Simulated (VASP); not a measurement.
# Ag (Fm-3m) in VASP: single point with LDA

Aim: the single point of Ag with LDA.

All numbers are computed with VASP 6.6.1; they aren't measurements. Logs are shortened: lines on timing, memory, paths and dates and some standing lists are left out, and cuts for length are marked.

## Step 1: The cell of the first run

The structure is cubic, space group Fm-3m (No. 225). Conventional cell: a = 4.002 Å, b = 4.002 Å, c = 4.002 Å, α = 90.00°, β = 90.00°, γ = 90.00°. Ag (site symmetry m-3m) has 12 Ag at 2.83 Å within 3.7 Å.

## Step 2: Single point, LDA

INCAR

```
  ALGO = Normal
  EDIFF = 1E-6
  ENCUT = 500
  GGA_COMPAT = False
  ISIF = 2
  ISMEAR = 0
  LASPH = True
  LCHARG = True
  LELF = True
  LREAL = False
  LVHAR = True
  LWAVE = False
  NBANDS = 12
  NELM = 120
  PREC = Accurate
  SIGMA = 0.1
```

KPOINTS

```
k-points
0
Gamma
  18 18 18
```

POSCAR

```
Ag
1.0
    0.0000000000      2.0011641333      2.0011641333
    2.0011641333      0.0000000000      2.0011641333
    2.0011641333      2.0011641333      0.0000000000
Ag
1
Direct
    0.0000000000      0.0000000000      0.0000000000
```

Potentials or basis: VASP PAW LDA potentials, release 64 (Ag).

Launch:

```console
$ cat potpaw_LDA.64/Ag/POTCAR > POTCAR
$ mpirun -np 1 vasp_std > vasp.out
```

OUTCAR:

```text
EDIFF = 1E-6
   ENCUT = 500
   ISIF = 2
   ISMEAR = 0
   LASPH = True
   LREAL = False
   NELM = 120
   PREC = Accurate

 ion  position               nearest neighbor table
   1  0.000  0.000  0.000-

  LATTYP: Found a face centered cubic cell.
 ALAT       =     4.0023282666

  Lattice vectors:

 A1 = (   0.0000000000,   2.0011641333,   2.0011641333)
 A2 = (   2.0011641333,   0.0000000000,   2.0011641333)
 A3 = (   2.0011641333,   2.0011641333,   0.0000000000)

Analysis of symmetry for initial positions (statically):
=====================================================================
 Subroutine PRICEL returns:
 Original cell was already a primitive cell.

 Routine SETGRP: Setting up the symmetry group for a
 face centered cubic supercell.

 Subroutine GETGRP returns: Found 48 space group operations
 (whereof 48 operations were pure point group operations)
 out of a pool of 48 trial point group operations.

The static configuration has the point symmetry O_h .

Analysis of symmetry for dynamics (positions and initial velocities):
=====================================================================
 Subroutine PRICEL returns:
 Original cell was already a primitive cell.

 Routine SETGRP: Setting up the symmetry group for a
 face centered cubic supercell.

 Subroutine GETGRP returns: Found 48 space group operations
 (whereof 48 operations were pure point group operations)
 out of a pool of 48 trial point group operations.

The dynamic configuration has the point symmetry O_h .

 Subroutine INISYM returns: Found 48 space group operations
 (whereof 48 operations are pure point group operations),
 and found     1 'primitive' translations

----------------------------------------------------------------------------------------

                                     Primitive cell

  volume of cell :      16.0280

  direct lattice vectors                    reciprocal lattice vectors
     0.000000000  2.001164133  2.001164133    -0.249854568  0.249854568  0.249854568
     2.001164133  0.000000000  2.001164133     0.249854568 -0.249854568  0.249854568
     2.001164133  2.001164133  0.000000000     0.249854568  0.249854568 -0.249854568

  length of vectors
     2.830073458  2.830073458  2.830073458     0.432760806  0.432760806  0.432760806

  position of ions in fractional coordinates (direct lattice)
     0.000000000  0.000000000  0.000000000

  ion indices of the primitive-cell ions
   primitive index   ion index
                 1           1

----------------------------------------------------------------------------------------

 KPOINTS: k-points

Automatic generation of k-mesh.
 Grid dimensions read from file:
 generate k-points for:   18   18   18

 Generating k-lattice:

  Cartesian coordinates                     Fractional coordinates (reciprocal lattice)
    -0.013880809  0.013880809  0.013880809     0.055555556  0.000000000  0.000000000
     0.013880809 -0.013880809  0.013880809     0.000000000  0.055555556  0.000000000
     0.013880809  0.013880809 -0.013880809     0.000000000  0.000000000  0.055555556

  Length of vectors
     0.024042267  0.024042267  0.024042267

  Shift w.r.t. Gamma in fractional coordinates (k-lattice)
     0.000000000  0.000000000  0.000000000

 Subroutine IBZKPT returns following result:
 ===========================================

 Found    195 irreducible k-points:

 Following reciprocal coordinates:
            Coordinates               Weight
  0.000000  0.000000  0.000000      1.000000
  0.055556  0.000000  0.000000      8.000000
  0.111111  0.000000  0.000000      8.000000
  0.166667  0.000000  0.000000      8.000000
  0.222222  0.000000  0.000000      8.000000
  0.277778  0.000000  0.000000      8.000000
[... 16 lines left out ...]
 -0.277778  0.055556  0.000000     24.000000
 -0.222222  0.055556  0.000000     24.000000
 [... further k-points ...]
   k-points           NKPTS =    195   k-points in BZ     NKDIM =    195   number of bands    NBANDS=     12
   number of dos      NEDOS =    301   number of ions     NIONS =      1
   total plane-waves  NPLWV =  13824
   dimension x,y,z NGX =    24 NGY =   24 NGZ =   24
   dimension x,y,z NGXF=    48 NGYF=   48 NGZF=   48
   ions per type =               1
   NGX,Y,Z   is equivalent  to a cutoff of  14.10, 14.10, 14.10 a.u.
   NGXF,Y,Z  is equivalent  to a cutoff of  28.20, 28.20, 28.20 a.u.
 SYSTEM =  unknown system
   PREC   = accura    normal or accurate (medium, high low for compatibility)
   ISTART =      0    job   : 0-new  1-cont  2-samecut
   ICHARG =      2    charge: 1-file 2-atom 10-const
   ISPIN  =      1    spin polarized calculation?
   LNONCOLLINEAR =      F non collinear calculations
   LSORBIT =      F    spin-orbit coupling
   LASPH  =      T    aspherical Exc in radial PAW
   ENCUT  =  500.0 eV  36.75 Ry    6.06 a.u.   5.16  5.16  5.16*2*pi/ulx,y,z
   NELM   =    120;   NELMIN=  2; NELMDL= -5     # of ELM steps
   EDIFF  = 0.1E-05   stopping-criterion for ELM
   LREAL  =      F    real-space projection
[... 7 lines left out ...]
   TEBEG  =    0.0;   TEEND  =   0.0 temperature during run
   PSTRESS=    0.0 pullay stress
   NELECT =      11.0000    total number of electrons
   NUPDOWN=      -1.0000    fix difference up-down
   EMIN   =  10.00;   EMAX   =-10.00  energy-range for DOS
   EFERMI =   0.00;   METHOD = LEGACY
   ISMEAR =     0;   SIGMA  =   0.10  broadening in eV -4-tet -1-fermi 0-gaus
   EFERMI_NEDOS =   21; number of points for ismear=-14 and -15
   IALGO  =     38    algorithm
   IMIX   =      4    mixing-type and parameters
     AMIX     =   0.40;   BMIX     =  1.00
     AMIX_MAG =   1.60;   BMIX_MAG =  1.00
  volume/ion in A,a.u.               =      16.03       108.16
  Fermi-wavevector in a.u.,A,eV,Ry     =   1.444042  2.728843 28.371630  2.085256
  Thomas-Fermi vector in A             =   2.562381
   LORBIT       =      0    0 simple, 1 ext, 2 COOP (PROOUT), +10 PAW based schemes
   GGA     = CA    functional components
   LHFCALC =     F    Hartree Fock is set to
   AEXX    =    0.0000 exact exchange contribution
   IVDW    =     0    specifies the selected vdW correction
   LEPSILON=     F    determine dielectric tensor
   LRPA    =     F    only Hartree local field effects (RPA)
 non-spin polarized calculation
 Gauss-broadening in eV      SIGMA  =   0.10
  energy-cutoff  :      500.00
  volume of cell :       16.03
 maximum number of plane-waves:       419
 NGX is ok and might be reduce to    24
   NGX = 11   NGY = 11   NGZ = 11

 number of electron      11.0000002 magnetization

 Free energy of the ion-electron system (eV)
  ---------------------------------------------------
  ext. energy  EPLUGINS =         0.00000000
  ---------------------------------------------------
  free energy    TOTEN  =        -3.78481289 eV

  energy without entropy =       -3.78385844  energy(sigma->0) =       -3.78433567

 E-fermi :   9.0257     XC(G=0): -12.9504

 val. band max:        8.9886536378   @ k =   0.5000   0.2778   0.1111
 cond. band min:       9.1812288092   @ k =   0.5000   0.1111   0.0000
 fundamental gap:      0.1925751714
 Fermi energy:         9.0257253677

 k-point     1 :       0.0000    0.0000    0.0000
  band No.  band energies     occupation
      1       0.7530      2.00000
      2       4.0413      2.00000
      3       4.0413      2.00000
      4       4.0413      2.00000
      5       5.2173      2.00000
      6       5.2173      2.00000
      7      25.1831      0.00000
      8      29.0584      0.00000
      9      29.0584      0.00000
     10      29.0584      0.00000
     11      34.2354      0.00000
     12      35.6553      0.00000

 k-point     2 :       0.0556    0.0000    0.0000
  band No.  band energies     occupation
      1       0.8548      2.00000
      2       4.0151      2.00000
      3       4.0715      2.00000
      4       4.0715      2.00000
      5       5.2050      2.00000
      6       5.2050      2.00000
      7      25.2300      0.00000
      8      28.2379      0.00000
      9      29.1217      0.00000
     10      29.1217      0.00000
     11      34.4311      0.00000
     12      35.4895      0.00000

 k-point     3 :       0.1111    0.0000    0.0000
  band No.  band energies     occupation
      1       1.1492      2.00000
      2       3.9530      2.00000
      3       4.1501      2.00000
      4       4.1501      2.00000
      5       5.1806      2.00000
      6       5.1806      2.00000
      7      25.1283      0.00000
      8      26.7561      0.00000
      9      29.2865      0.00000
     10      29.2865      0.00000
     11      33.5143      0.00000
     12      34.9571      0.00000
[... 286 lines left out ...]
 k-point    23 :      -0.2778    0.0556    0.0000
  band No.  band energies     occupation
      1       2.4323      2.00000
      2       4.1864      2.00000
      3       4.2593      2.00000
      4       4.6426      2.00000
      5       5.3713      2.00000
      6       5.8957      2.00000
      7      18.8862      0.00000
      8      25.2792      0.00000
      9      27.7040      0.00000
     10      30.3007      0.00000
     11      31.9136      0.00000
     12      32.2474      0.00000

 k-point    24 :      -0.2222    0.0556    0.0000
  band No.  band energies     occupation
      1       2.2552      2.00000
      2       4.0143      2.00000
      3       4.3164      2.00000
      4       4.3231      2.00000
      5       5.1563      2.00000
      6       5.5613      2.00000
      7      21.0709      0.00000
      8      25.6169      0.00000
      9      28.2562      0.00000
     10      31.0120      0.00000
     11      31.3578      0.00000
     12      32.4859      0.00000

 [... further k-points ...]

------------------------ aborting loop because EDIFF is reached ----------------------------------------

  FORCE on cell =-STRESS in cart. coord.  units (eV):
  Direction    XX          YY          ZZ          XY          YZ          ZX
  --------------------------------------------------------------------------------------
  -------------------------------------------------------------------------------------
  Total        0.0137957      0.0137957      0.0137957     -0.0000000      0.0000000      0.0000000
  in kB        1.3790422      1.3790422      1.3790422     -0.0000000      0.0000000      0.0000000
  external PRESSURE =       1.3790422 kB  Pullay stress =       0.0000000 kB

 VOLUME and BASIS-vectors are now :
 -----------------------------------------------------------------------------
  energy-cutoff  :      500.00
  volume of cell :       16.03
      direct lattice vectors                 reciprocal lattice vectors
     0.000000000  2.001164133  2.001164133    -0.249854568  0.249854568  0.249854568
     2.001164133  0.000000000  2.001164133     0.249854568 -0.249854568  0.249854568
     2.001164133  2.001164133  0.000000000     0.249854568  0.249854568 -0.249854568

 POSITION                                       TOTAL-FORCE (eV/Angst)
 -----------------------------------------------------------------------------------
      0.00000      0.00000      0.00000         0.000000      0.000000      0.000000
 -----------------------------------------------------------------------------------
    total drift:                               -0.000000      0.000000      0.000000

  FREE ENERGIE OF THE ION-ELECTRON SYSTEM (eV)
  ---------------------------------------------------
  free  energy   TOTEN  =        -3.7848128906 eV

  energy  without entropy=       -3.7838584408  energy(sigma->0) =       -3.78433567
```

It took 13 s on 1 thread of Intel Xeon 6975P-C (Granite Rapids), shared host; peak memory 0.15 GiB.

What came out:

| Item | Value |
| --- | --- |
| Free energy | -3.7848 eV |
| Pressure | 0.1 GPa |
| Band gap on the k mesh | zero (an odd number of electrons rules out a gap without spin polarisation) |
